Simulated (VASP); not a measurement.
A run of VASP 6.6.1 is set up as follows.

Contents of POSCAR:

```
Be
1.0
   -1.2508581170      1.2508581170      1.2508581170
    1.2508581170     -1.2508581170      1.2508581170
    1.2508581170      1.2508581170     -1.2508581170
Be
1
Direct
    0.0000000000      0.0000000000      0.0000000000
```

The input INCAR.step1:

```
SYSTEM = Be
PREC     = Accurate       ! precision mode
ENCUT    = 520            ! plane-wave cutoff, eV
ISMEAR   = -1             ! smearing method
SIGMA    = 0.1            ! smearing width, eV
LREAL    = .FALSE.        ! projectors in reciprocal space
LASPH    = .TRUE.         ! aspherical terms in the spheres
NELM     = 150            ! most SCF steps
MAGMOM   = 0 0 0          ! initial moments
LSORBIT  = .TRUE.         ! spin-orbit coupling
GGA_COMPAT= .FALSE.      
NBANDS   = 13             ! bands
GGA      = PE             ! functional
ALGO     = Normal         ! electronic algorithm
EDIFF    = 1E-4           ! SCF threshold, eV
LWAVE    = .TRUE.         ! write WAVECAR
LCHARG   = .FALSE.        ! write CHGCAR
```

Contents of INCAR.step2:

```
SYSTEM = Be
PREC     = Accurate       ! precision mode
ENCUT    = 520            ! plane-wave cutoff, eV
EDIFF    = 1E-7           ! SCF threshold, eV
ISMEAR   = -1             ! smearing method
SIGMA    = 0.1            ! smearing width, eV
LREAL    = .FALSE.        ! projectors in reciprocal space
LASPH    = .TRUE.         ! aspherical terms in the spheres
NELM     = 150            ! most SCF steps
ALGO     = Normal         ! electronic algorithm
ISIF     = 2              ! what is computed and relaxed
LWAVE    = .FALSE.        ! write WAVECAR
LCHARG   = .TRUE.         ! write CHGCAR
MAGMOM   = 0 0 0          ! initial moments
LORBIT   = 11             ! projections on sites
LSORBIT  = .TRUE.         ! spin-orbit coupling
GGA_COMPAT= .FALSE.      
LORBMOM  = .TRUE.       
METAGGA  = R2SCAN         ! meta-GGA
LMIXTAU  = .TRUE.       
LVHAR    = .TRUE.       
NBANDS   = 13             ! bands
ISTART   = 1
```

Contents of KPOINTS:

```
Automatic mesh
0
G
  17 17 17
  0 0 0
```

Potentials or basis: VASP PAW PBE potentials, release 64 (Be).

Launch:

```sh
$ cat potpaw_PBE.64/Be/POTCAR > POTCAR
$ cp INCAR.step1 INCAR
$ mpirun -np 1 vasp_ncl > vasp.out
$ cp INCAR.step2 INCAR
$ mpirun -np 1 vasp_ncl > vasp.out
```

Task: What does it give for the pressure?

Result: 0.2 GPa.

Task: Predict the net moment.

Result: 0.00 μB per cell.

Moments on the atoms (μB; x, y, z):
```
Be  0.00 0.00 0.00
```

Caveat: the PAW data sets were made with another functional, which shifts forces and pressure a little.
